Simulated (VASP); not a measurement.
# WSe2 (P6_3/mmc) in VASP: further runs, part 2 of 2

VASP 6.6.1.

## 3. Single point, LDA

INCAR

```
SYSTEM = WSe2
PREC = Accurate
ENCUT = 520
EDIFF = 1E-7
ISMEAR = 0
SIGMA = 0.01
LREAL = .False.
LASPH = .True.
NELM = 80
ALGO = Normal
ISIF = 2
LWAVE = .False.
LCHARG = .True.
LELF = .True.
LVHAR = .True.
NBANDS = 35
```

KPOINTS

```
regular mesh
0
Gamma
  8 8 2
  0 0 0
```

POSCAR

```
WSe2
1.0
    3.3199330000      0.0000000000      0.0000000000
   -1.6599660000      2.8751460000      0.0000000000
    0.0000000000      0.0000000000     13.7371870000
W Se
2 4
Direct
    0.6666670000      0.3333330000      0.7500000000
    0.3333330000      0.6666670000      0.2500000000
    0.3333330000      0.6666670000      0.8710010000
    0.6666670000      0.3333330000      0.3710010000
    0.3333330000      0.6666670000      0.6289990000
    0.6666670000      0.3333330000      0.1289990000
```

Potentials or basis: VASP PAW LDA potentials, release 64 (W_sv, Se).

On the command line:

```sh
$ cat potpaw_LDA.64/W_sv/POTCAR potpaw_LDA.64/Se/POTCAR > POTCAR
$ mpirun -np 1 vasp_std > vasp.out
```

OUTCAR:

```text
SYSTEM = WSe2
   PREC = Accurate
   ENCUT = 520
   EDIFF = 1E-7
   ISMEAR = 0
   LREAL = .False.
   LASPH = .True.
   NELM = 80
   ISIF = 2

 ion  position               nearest neighbor table
   1  0.667  0.333  0.750-   3 2.54   5 2.54   3 2.54   5 2.54   3 2.54   5 2.54
   2  0.333  0.667  0.250-   4 2.54   6 2.54   4 2.54   6 2.54   4 2.54   6 2.54
   3  0.333  0.667  0.871-   1 2.54   1 2.54   1 2.54
   4  0.667  0.333  0.371-   2 2.54   2 2.54   2 2.54
   5  0.333  0.667  0.629-   1 2.54   1 2.54   1 2.54
   6  0.667  0.333  0.129-   2 2.54   2 2.54   2 2.54

  LATTYP: Found a hexagonal cell.
 ALAT       =     3.3199330000
 C/A-ratio  =     4.1377904313

  Lattice vectors:

 A1 = (   3.3199330000,   0.0000000000,   0.0000000000)
 A2 = (  -1.6599660000,   2.8751460000,   0.0000000000)
 A3 = (   0.0000000000,   0.0000000000,  13.7371870000)

Analysis of symmetry for initial positions (statically):
=====================================================================
 Subroutine PRICEL returns:
 Original cell was already a primitive cell.

 Routine SETGRP: Setting up the symmetry group for a
 hexagonal supercell.

 Subroutine GETGRP returns: Found 24 space group operations
 (whereof 12 operations were pure point group operations)
 out of a pool of 24 trial point group operations.

The static configuration has the point symmetry D_3d.
 The point group associated with its full space group is D_6h.

Analysis of symmetry for dynamics (positions and initial velocities):
=====================================================================
 Subroutine PRICEL returns:
 Original cell was already a primitive cell.

 Routine SETGRP: Setting up the symmetry group for a
 hexagonal supercell.

 Subroutine GETGRP returns: Found 24 space group operations
 (whereof 12 operations were pure point group operations)
 out of a pool of 24 trial point group operations.

The dynamic configuration has the point symmetry D_3d.
 The point group associated with its full space group is D_6h.

 Subroutine INISYM returns: Found 24 space group operations
 (whereof 12 operations are pure point group operations),
 and found     1 'primitive' translations

----------------------------------------------------------------------------------------

                                     Primitive cell

  volume of cell :     131.1255

  direct lattice vectors                    reciprocal lattice vectors
     3.319933000  0.000000000  0.000000000     0.301210898  0.173904160  0.000000000
    -1.659966000  2.875146000  0.000000000     0.000000000  0.347808424  0.000000000
     0.000000000  0.000000000 13.737187000     0.000000000  0.000000000  0.072795107

  length of vectors
     3.319933000  3.319932476 13.737187000     0.347808369  0.347808424  0.072795107

  position of ions in fractional coordinates (direct lattice)
     0.666667000  0.333333000  0.750000000
     0.333333000  0.666667000  0.250000000
     0.333333000  0.666667000  0.871001000
     0.666667000  0.333333000  0.371001000
     0.333333000  0.666667000  0.628999000
     0.666667000  0.333333000  0.128999000

  ion indices of the primitive-cell ions
   primitive index   ion index
[... 32 lines left out ...]

 Following reciprocal coordinates:
            Coordinates               Weight
  0.000000  0.000000  0.000000      1.000000
  0.125000 -0.000000  0.000000      6.000000
  0.250000 -0.000000  0.000000      6.000000
  0.375000 -0.000000  0.000000      6.000000
  0.500000 -0.000000  0.000000      3.000000
  0.125000  0.125000  0.000000      6.000000
[... 12 lines left out ...]
  0.250000  0.250000  0.500000      6.000000
  0.375000  0.250000  0.500000      6.000000
   k-points           NKPTS =     20   k-points in BZ     NKDIM =     20   number of bands    NBANDS=     35
   number of dos      NEDOS =    301   number of ions     NIONS =      6
   total plane-waves  NPLWV =  84672
   dimension x,y,z NGX =    28 NGY =   28 NGZ =  108
   dimension x,y,z NGXF=    56 NGYF=   56 NGZF=  216
   ions per type =               2   4
   NGX,Y,Z   is equivalent  to a cutoff of  14.02, 14.02, 13.07 a.u.
   NGXF,Y,Z  is equivalent  to a cutoff of  28.04, 28.04, 26.14 a.u.
 SYSTEM =  WSe2
   PREC   = accura    normal or accurate (medium, high low for compatibility)
   ISTART =      0    job   : 0-new  1-cont  2-samecut
   ICHARG =      2    charge: 1-file 2-atom 10-const
   ISPIN  =      1    spin polarized calculation?
   LNONCOLLINEAR =      F non collinear calculations
   LSORBIT =      F    spin-orbit coupling
   LASPH  =      T    aspherical Exc in radial PAW
   ENCUT  =  520.0 eV  38.22 Ry    6.18 a.u.   6.17  6.17 25.54*2*pi/ulx,y,z
   NELM   =     80;   NELMIN=  2; NELMDL= -5     # of ELM steps
   EDIFF  = 0.1E-06   stopping-criterion for ELM
   LREAL  =      F    real-space projection
   EDIFFG = 0.1E-05   stopping-criterion for IOM
   NSW    =      0    number of steps for IOM
   IBRION =     -1    ionic relax: 0-MD 1-quasi-New 2-CG
   NFREE  =      0    steps in history (QN), initial steepest desc. (CG)
   ISIF   =      2    stress and relaxation
   ISYM   =      2    0-nonsym 1-usesym 2-fastsym
   POTIM  = 0.5000    time-step for ionic-motion
   TEBEG  =    0.0;   TEEND  =   0.0 temperature during run
   PSTRESS=    0.0 pullay stress
   NELECT =      52.0000    total number of electrons
   NUPDOWN=      -1.0000    fix difference up-down
   EMIN   =  10.00;   EMAX   =-10.00  energy-range for DOS
   EFERMI =   0.00;   METHOD = LEGACY
   ISMEAR =     0;   SIGMA  =   0.01  broadening in eV -4-tet -1-fermi 0-gaus
   EFERMI_NEDOS =   21; number of points for ismear=-14 and -15
   IALGO  =     38    algorithm
   IMIX   =      4    mixing-type and parameters
     AMIX     =   0.40;   BMIX     =  1.00
     AMIX_MAG =   1.60;   BMIX_MAG =  1.00
  volume/ion in A,a.u.               =      21.85       147.48
  Fermi-wavevector in a.u.,A,eV,Ry     =   1.202764  2.272894 19.682735  1.446640
  Thomas-Fermi vector in A             =   2.338536
   LORBIT       =      0    0 simple, 1 ext, 2 COOP (PROOUT), +10 PAW based schemes
   GGA     = CA    functional components
   LHFCALC =     F    Hartree Fock is set to
   AEXX    =    0.0000 exact exchange contribution
   IVDW    =     0    specifies the selected vdW correction
   LEPSILON=     F    determine dielectric tensor
   LRPA    =     F    only Hartree local field effects (RPA)
 non-spin polarized calculation
 Gauss-broadening in eV      SIGMA  =   0.01
  energy-cutoff  :      520.00
  volume of cell :      131.13
 maximum number of plane-waves:      3568
 NGX is ok and might be reduce to    28
   NGX = 13   NGY = 13   NGZ = 51

 number of electron      51.9999998 magnetization

 Free energy of the ion-electron system (eV)
  ---------------------------------------------------
  ext. energy  EPLUGINS =         0.00000000
  ---------------------------------------------------
  free energy    TOTEN  =       -48.35071028 eV

  energy without entropy =      -48.35071028  energy(sigma->0) =      -48.35071028

 E-fermi :   5.4466     XC(G=0): -10.5384

 val. band max:        5.2958512916   @ k =   0.0000   0.0000   0.0000
 cond. band min:       6.5539449904   @ k =   0.2500   0.1250   0.0000
 fundamental gap:      1.2580936987
 Fermi energy:         5.4465813425

 k-point     1 :       0.0000    0.0000    0.0000
  band No.  band energies     occupation
      1     -68.5106      2.00000
      2     -68.5106      2.00000
      3     -32.9993      2.00000
      4     -32.9993      2.00000
      5     -32.8885      2.00000
      6     -32.8885      2.00000
[... 749 lines left out ...]
     34       9.6232      0.00000
     35      10.8247      0.00000

------------------------ aborting loop because EDIFF is reached ----------------------------------------

  FORCE on cell =-STRESS in cart. coord.  units (eV):
  Direction    XX          YY          ZZ          XY          YZ          ZX
  --------------------------------------------------------------------------------------
  -------------------------------------------------------------------------------------
  Total       -4.3363258     -4.3363249     -2.8761208     -0.0000008     -0.0000000      0.0000000
  in kB      -52.9840871    -52.9840754    -35.1423397     -0.0000092     -0.0000000      0.0000000
  external PRESSURE =     -47.0368341 kB  Pullay stress =       0.0000000 kB

 VOLUME and BASIS-vectors are now :
 -----------------------------------------------------------------------------
  energy-cutoff  :      520.00
  volume of cell :      131.13
      direct lattice vectors                 reciprocal lattice vectors
     3.319933000  0.000000000  0.000000000     0.301210898  0.173904160  0.000000000
    -1.659966000  2.875146000  0.000000000     0.000000000  0.347808424  0.000000000
     0.000000000  0.000000000 13.737187000     0.000000000  0.000000000  0.072795107

 POSITION                                       TOTAL-FORCE (eV/Angst)
 -----------------------------------------------------------------------------------
      1.65997      0.95838     10.30289         0.000000      0.000000     -0.000000
     -0.00000      1.91676      3.43430        -0.000000     -0.000000     -0.000000
     -0.00000      1.91676     11.96510         0.000000      0.000000     -0.237477
      1.65997      0.95838      5.09651         0.000000     -0.000000     -0.237477
     -0.00000      1.91676      8.64068         0.000000      0.000000      0.237477
      1.65997      0.95838      1.77208        -0.000000     -0.000000      0.237477
 -----------------------------------------------------------------------------------
    total drift:                                0.000557     -0.000322      0.000745

  FREE ENERGIE OF THE ION-ELECTRON SYSTEM (eV)
  ---------------------------------------------------
  free  energy   TOTEN  =       -48.3507102786 eV

  energy  without entropy=      -48.3507102786  energy(sigma->0) =      -48.35071028
```

OSZICAR:

```text
N       E                     dE             d eps       ncg     rms          rms(c)
DAV:   1     0.490009219970E+03    0.49001E+03   -0.27770E+04  1560   0.143E+03
DAV:   2    -0.190882228196E+02   -0.50910E+03   -0.49242E+03  1668   0.381E+02
DAV:   3    -0.497410590554E+02   -0.30653E+02   -0.30152E+02  1704   0.877E+01
DAV:   4    -0.504451137179E+02   -0.70405E+00   -0.70044E+00  1685   0.136E+01
DAV:   5    -0.504556664536E+02   -0.10553E-01   -0.10545E-01  1739   0.177E+00    0.295E+01
DAV:   6    -0.487974682401E+02    0.16582E+01   -0.63258E+00  1539   0.162E+01    0.102E+01
DAV:   7    -0.485506409586E+02    0.24683E+00   -0.28991E+00  1484   0.838E+00    0.567E+00
DAV:   8    -0.483524528136E+02    0.19819E+00   -0.37329E-01  1560   0.418E+00    0.129E+00
DAV:   9    -0.483524556818E+02   -0.28682E-05   -0.60311E-02  1641   0.113E+00    0.782E-01
DAV:  10    -0.483508440235E+02    0.16117E-02   -0.11890E-02  1565   0.737E-01    0.181E-01
DAV:  11    -0.483507476533E+02    0.96370E-04   -0.14565E-03  1546   0.241E-01    0.145E-01
DAV:  12    -0.483507149758E+02    0.32677E-04   -0.53317E-05  1635   0.440E-02    0.887E-02
DAV:  13    -0.483507101596E+02    0.48162E-05   -0.39262E-05  1578   0.374E-02    0.432E-03
DAV:  14    -0.483507103334E+02   -0.17380E-06   -0.19779E-06  1734   0.744E-03    0.515E-03
DAV:  15    -0.483507102786E+02    0.54815E-07   -0.15090E-07   980   0.245E-03
   1 F= -.48350710E+02 E0= -.48350710E+02  d E =-.942911-103
```

stdout:

```text
POSCAR found type information on POSCAR W Se
 POSCAR found :  2 types and       6 ions
 scaLAPACK will be used
 LDA part: xc-table for (Slater(with rela. corr.)+CA(PZ))
 , standard interpolation
 POSCAR, INCAR and KPOINTS ok, starting setup
 FFT: planning ... GRIDC
 FFT: planning ... GRID_SOFT
 FFT: planning ... GRID
 WAVECAR not read
 entering main loop
```

Run time: 73 s. Hardware: 1 thread of Intel Xeon 6975P-C (Granite Rapids), shared host; peak memory 0.26 GiB.

What came out:

| Property | Result |
| --- | --- |
| Free energy | -48.3507 eV |
| Pressure | -4.7 GPa |
| Largest force | 0.237 eV/Å |
| Band gap on the k mesh | 1.26 eV, indirect (least direct gap 1.82 eV) |

Forces in eV/Å, atoms in the order of the input:
```
W    0.000  0.000  0.000
W    0.000  0.000  0.000
Se   0.000  0.000 -0.237
Se   0.000  0.000 -0.237
Se   0.000  0.000  0.237
Se   0.000  0.000  0.237
```

Stress tensor (GPa, compression positive):
```
-5.30  0.00  0.00
 0.00 -5.30  0.00
 0.00  0.00 -3.51
```

Levels at points of the mesh, in eV from the valence-band top:
```tsv
k point	band 22	band 23	band 24	band 25	band 26	band 27	band 28	band 29	band 30	band 31
(0.00, 0.00, 0.00)	-1.48	-1.48	-1.31	-0.85	0.00	2.69	2.69	2.71	2.71	2.86
(0.50, 0.00, 0.00)	-2.22	-1.21	-1.20	-1.13	-1.10	2.09	2.11	2.37	2.57	3.07
(0.00, 0.00, 0.50)	-1.49	-1.49	-1.49	-0.23	-0.23	2.70	2.70	2.70	2.70	2.91
(0.50, 0.00, 0.50)	-2.28	-1.16	-1.16	-1.16	-1.16	2.10	2.10	2.49	2.49	3.39
```

Caveat: spin-orbit coupling is left out, which moves the levels of the heavy elements.

## 4. Single point, PBE

INCAR

```
PREC = Accurate
ENCUT = 520
EDIFF = 1E-7
ISMEAR = 0
SIGMA = 0.01
LREAL = False
LASPH = True
NELM = 100
ALGO = Normal
ISIF = 2
LWAVE = False
LCHARG = False
GGA = PE
NBANDS = 35
```

KPOINTS

```
regular mesh
0
Gamma
  8 8 2
```

POSCAR is that of step 3.

Potentials or basis: VASP PAW PBE potentials, release 64 (W_sv, Se).

On the command line:

```sh
$ cat potpaw_PBE.64/W_sv/POTCAR potpaw_PBE.64/Se/POTCAR > POTCAR
$ mpirun -np 1 vasp_std > vasp.out
```

Wall time 86 s (1 thread of Intel Xeon 6975P-C (Granite Rapids), shared host); peak memory 0.3 GiB.

It converged, with:

```yaml
Free_energy: -43.2230 eV
Pressure: 1.9 GPa
Largest_force: 0.301 eV/Å
Band_gap_on_the_k_mesh: 1.32 eV, indirect (least direct gap 1.84 eV)
```

Forces in eV/Å, atoms in the order of the input:
```
W    0.000  0.000  0.000
W    0.000  0.000  0.000
Se   0.000  0.000  0.301
Se   0.000  0.000  0.301
Se   0.000  0.000 -0.301
Se   0.000  0.000 -0.301
```

Stress tensor (GPa, compression positive):
```
1.27 0.00 0.00
0.00 1.27 0.00
0.00 0.00 3.15
```

Levels at points of the mesh, in eV from the valence-band top:
| k point | band 24 | band 25 | band 26 | band 27 | band 28 | band 29 |
| --- | --- | --- | --- | --- | --- | --- |
| (0.00, 0.00, 0.00) | -1.36 | -0.81 | 0.00 | 2.70 | 2.70 | 2.72 |
| (0.50, 0.00, 0.00) | -1.23 | -1.15 | -1.14 | 2.13 | 2.15 | 2.43 |
| (0.00, 0.00, 0.50) | -1.49 | -0.23 | -0.23 | 2.71 | 2.71 | 2.71 |
| (0.50, 0.00, 0.50) | -1.19 | -1.18 | -1.18 | 2.14 | 2.14 | 2.53 |

Caveat: spin-orbit coupling is left out, which moves the levels of the heavy elements; this functional lacks dispersion, which binds the layers, so the pressure and a relaxed spacing across them are unreliable.
